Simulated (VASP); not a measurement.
A run of VASP 6.6.1 is set up as follows.

Contents of INCAR:

```
SYSTEM = InSb3
ALGO = Normal
EDIFF = 1E-6
EDIFFG = -0.01
ENCUT = 600
GGA = PE
IBRION = 2
ISIF = 3
ISMEAR = 0
LASPH = .TRUE.
LCHARG = .FALSE.
LREAL = .FALSE.
LWAVE = .FALSE.
NELM = 100
NSW = 100
PREC = Accurate
SIGMA = 0.1
```

Contents of KPOINTS:

```
k-points
0
G
  12 12 12
  0 0 0
```

POSCAR

```
InSb3
1.0
    3.3898103059      1.9571078926      2.7955500158
   -3.3898103059      1.9571078926      2.7955500158
    0.0000000000     -3.9142157853      2.7955500158
In Sb
1 3
Direct
    0.5000000000      0.5000000000      0.5000000000
    0.0000000000      0.0000000000      0.5000000000
    0.5000000000      0.0000000000      0.0000000000
    0.0000000000      0.5000000000      0.0000000000
```

Potentials or basis: VASP PAW PBE potentials, release 64 (In_d, Sb).

Launch:

```bash
$ cat potpaw_PBE.64/In_d/POTCAR potpaw_PBE.64/Sb/POTCAR > POTCAR
$ mpirun -np 1 vasp_std > vasp.out
```

(1) What does it give for the space group after relaxing (to 0.1 Å)?

(2) What does it give for the relaxed cell?

(3) Predict the relaxed volume.

Answers

(1) Pm-3m (No. 221).

(2) a = 4.811 Å, b = 4.811 Å, c = 4.811 Å, α = 89.98°, β = 89.98°, γ = 89.98°.

(3) 27.84 Å³/atom.
